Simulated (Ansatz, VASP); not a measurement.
## Al2Cu in VASP and in Ansatz

Contents of INCAR:

```
SYSTEM = Al2Cu
ALGO     = Normal         ! electronic algorithm
EDIFF    = 1E-8           ! SCF threshold, eV
ENCUT    = 520            ! plane-wave cutoff, eV
GGA      = PS             ! functional
ISIF     = 2              ! what is computed and relaxed
ISMEAR   = -1             ! smearing method
LASPH    = .True.         ! aspherical terms in the spheres
LCHARG   = .False.        ! write CHGCAR
LEFG     = .True.       
LREAL    = .False.        ! projectors in reciprocal space
LWAVE    = .False.        ! write WAVECAR
NBANDS   = 26             ! bands
NELM     = 80             ! most SCF steps
PREC     = Accurate       ! precision mode
SIGMA    = 0.05           ! smearing width, eV
```

The input KPOINTS:

```
k-points
0
Gamma
  12 12 12
  0 0 0
```

The input POSCAR:

```
Al2Cu
1.0
   -3.0335000000      3.0335000000      2.4385000000
    3.0335000000     -3.0335000000      2.4385000000
    3.0335000000      3.0335000000     -2.4385000000
Al Cu
4 2
Direct
    0.6581000000      0.1581000000      0.8162000000
    0.1581000000      0.3419000000      0.5000000000
    0.3419000000      0.8419000000      0.1838000000
    0.8419000000      0.6581000000      0.5000000000
    0.2500000000      0.2500000000      0.0000000000
    0.7500000000      0.7500000000      0.0000000000
```

Input for Ansatz:

```yaml
crystal:
  lattice:
    - [-3.0335, 3.0335, 2.4385]
    - [3.0335, -3.0335, 2.4385]
    - [3.0335, 3.0335, -2.4385]
  atoms:
    - { symbol: Al, position: [0.6581, 0.1581, 0.8162] }
    - { symbol: Al, position: [0.1581, 0.3419, 0.5] }
    - { symbol: Al, position: [0.3419, 0.8419, 0.1838] }
    - { symbol: Al, position: [0.8419, 0.6581, 0.5] }
    - { symbol: Cu, position: [0.25, 0.25, 0.0] }
    - { symbol: Cu, position: [0.75, 0.75, 0.0] }
kpoints:
  mp_grid: { grid: [12, 12, 12] }
scf:
  occupations: { method: fermi_dirac, width: 0.05 }
hamiltonian:
  xc: pbesol
  pseudopotentials: { kind: paw }
output:
  forces: true
  stress: true
  populations: true
  efg:
    quadrupole_moments_barn: { Al: 0.1466, Cu: -0.22 }
    contact_densities: true
  write_density: true
  write_potential: true
  elf: true
  volumetric_format: npy
```

Alike in both runs: task electric field gradients; functional PBEsol; k mesh 12 × 12 × 12; occupations fermi-dirac, width 0.05 eV; no spin polarisation.

|  | VASP | Ansatz |
| --- | --- | --- |
| version | VASP 6.6.1 | Ansatz 0.2.0 |
| potentials or method | VASP PAW PBE potentials, release 64 (Al, Cu) | plane-wave PAW, scalar-relativistic |
| plane-wave cutoff (eV) | 520 | 420 |
| valence electrons in the cell | 34 | 50 |

Ansatz gave:

| Property | Result |
| --- | --- |
| pressure (GPa) | -3.5 |
| traceless stress, the component that is largest in VASP (GPa) | -0.25 |
| rms of the force components (eV/Å) | 0.037 |
| size of Vzz on the site where it differs most (V/Å²) | 27.8 |

Task: What did VASP give for the same quantities?

Result: Pressure (GPa): -3.2; traceless stress, the component that is largest in VASP (GPa): -0.23; rms of the force components (eV/Å): 0.035; size of Vzz on the site where it differs most (V/Å²): 29.9.

VASP's potentials were made for PBE, not for PBEsol. Atom by atom the forces differ by 0.001 eV/Å (rms over components). VASP's potentials hold 34 valence electrons a cell and Ansatz's 50, so a difference there can come from the potentials and not from the codes.
